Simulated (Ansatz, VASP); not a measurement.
## One calculation of Zr, two programs

Contents of INCAR:

```
SYSTEM = Zr
PREC     = Accurate       ! precision mode
ENCUT    = 520            ! plane-wave cutoff, eV
EDIFF    = 1E-7           ! SCF threshold, eV
ISMEAR   = -1             ! smearing method
SIGMA    = 0.03           ! smearing width, eV
LREAL    = .False.        ! projectors in reciprocal space
LASPH    = .True.         ! aspherical terms in the spheres
NELM     = 100            ! most SCF steps
ALGO     = Normal         ! electronic algorithm
ISIF     = 2              ! what is computed and relaxed
LWAVE    = .False.        ! write WAVECAR
LCHARG   = .True.         ! write CHGCAR
LELF     = .True.         ! ELF
LVHAR    = .True.       
NBANDS   = 19             ! bands
```

File KPOINTS:

```
regular mesh
0
Gamma
  12 12 6
  0 0 0
```

The input POSCAR:

```
Zr
1.0
    3.1439658570      0.0000000000      0.0000000000
   -1.5719829285      2.7227543008      0.0000000000
    0.0000000000      0.0000000000      5.0894642375
Zr
2
Direct
    0.3333333333      0.6666666667      0.2500000000
    0.6666666667      0.3333333333      0.7500000000
```

Input for Ansatz:

```yaml
crystal:
  lattice:
    - [3.143965857, 0.0, 0.0]
    - [-1.5719829285, 2.7227543008, 0.0]
    - [0.0, 0.0, 5.0894642375]
  atoms:
    - { symbol: Zr, position: [0.3333333333, 0.6666666667, 0.25] }
    - { symbol: Zr, position: [0.6666666667, 0.3333333333, 0.75] }
hamiltonian:
  xc: lda
  pseudopotentials:
    kind: paw
    azcp:
      Zr: "pseudopotentials/Zr.paw.azcp"
basis:
  ecutwfc: 420
  fft_grid_basis: typed
kpoints:
  mp_grid: { grid: [12, 12, 6], shift: [0, 0, 0] }
magnetization:
  spin_polarized: false
scf:
  occupations: { method: fermi_dirac, width: 0.03 }
  lower_state_search: "off"
output:
  stress: true
  write_density: true
  write_potential: true
  elf: true
  volumetric_format: npy
```

Alike in both runs: task single point; functional LDA; k mesh 12 × 12 × 6; occupations fermi-dirac, width 0.03 eV; no spin polarisation.

|  | VASP | Ansatz |
| --- | --- | --- |
| version | VASP 6.6.1 | Ansatz 0.2.0 |
| potentials or method | VASP PAW LDA potentials, release 64 (Zr_sv), cutoff 520 eV | plane waves (420 eV) with PAW, scalar-relativistic |
| valence electrons in the cell | 24 | 24 |

|  | VASP | Ansatz | Ansatz less VASP |
| --- | --- | --- | --- |
| pressure (GPa) | 0.1 | 0.0 | -0.09 |
| traceless stress, the component that is largest in VASP (GPa) | -0.43 | -0.46 | -0.033 |

Ansatz warns that its potentials were made for another functional, while VASP's fit it. LDA's correlation is that of Perdew and Zunger in VASP and of Perdew and Wang (1992) in Ansatz.
